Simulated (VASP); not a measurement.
A run of VASP 6.6.1 is set up as follows.

File INCAR:

```
  ALGO = Normal
  EDIFF = 1E-6
  EDIFFG = -0.02
  ENCUT = 600
  GGA = PE
  IBRION = 2
  ISIF = 3
  ISMEAR = -1
  IVDW = 12
  LASPH = T
  LCHARG = F
  LREAL = F
  LWAVE = F
  NELM = 80
  NSW = 80
  PREC = Accurate
  SIGMA = 0.05
```

Contents of KPOINTS:

```
k-points
0
Gamma
  7 7 7
```

File POSCAR:

```
CdTe
1.0
    0.0000000000      3.2050000000      3.2050000000
    3.2050000000      0.0000000000      3.2050000000
    3.2050000000      3.2050000000      0.0000000000
Te Cd
1 1
Direct
    0.7500000000      0.7500000000      0.7500000000
    0.0000000000      0.0000000000      0.0000000000
```

Potentials or basis: VASP PAW PBE potentials, release 64 (Te, Cd).

Command:

```bash
$ cat potpaw_PBE.64/Te/POTCAR potpaw_PBE.64/Cd/POTCAR > POTCAR
$ mpirun -np 1 vasp_std > vasp.out
```

(1) What does it give for the relaxed cell?

(2) What does it give for the dispersion energy per atom?

(3) What does it give for the band gap on the k mesh?

(4) Estimate the relaxed volume.

Answers

(1) a = 4.612 Å, b = 4.612 Å, c = 4.612 Å, α = 60.00°, β = 60.00°, γ = 60.00°.

(2) -0.334 eV.

(3) 0.71 eV, direct.

(4) 34.67 Å³/atom.

Caveat: spin-orbit coupling is left out, which moves the levels of the heavy elements.
